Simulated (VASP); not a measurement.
Here is a VASP 6.6.1 calculation.

Contents of INCAR:

```
  ALGO = Normal
  EDIFF = 1E-6
  ENCUT = 520
  GGA = PS
  ISIF = 2
  ISMEAR = -1
  IVDW = 13
  LASPH = T
  LCHARG = F
  LREAL = F
  LWAVE = F
  NBANDS = 20
  NELM = 60
  PREC = Accurate
  SIGMA = 0.05
```

File KPOINTS:

```
k-points
0
Gamma
  9 9 9
```

POSCAR

```
CdF2
1.0
    0.0000000000      2.6821953065      2.6821953065
    2.6821953065      0.0000000000      2.6821953065
    2.6821953065      2.6821953065      0.0000000000
Cd F
1 2
Direct
    0.0000000000      0.0000000000      0.0000000000
    0.7500000000      0.7500000000      0.7500000000
    0.2500000000      0.2500000000      0.2500000000
```

Potentials or basis: VASP PAW PBE potentials, release 64 (Cd, F).

Launch:

```sh
$ cat potpaw_PBE.64/Cd/POTCAR potpaw_PBE.64/F/POTCAR > POTCAR
$ mpirun -np 1 vasp_std > vasp.out
```

Q: Estimate the dispersion energy per atom.

A: -0.102 eV.

Q: What does it give for the band gap on the k mesh?

A: 2.98 eV, indirect (least direct gap 3.42 eV).

Q: What does it give for the pressure?

A: 0.8 GPa.

Caveat: the PAW data sets were made with another functional, which shifts forces and pressure a little. A k mesh can miss the band edges.
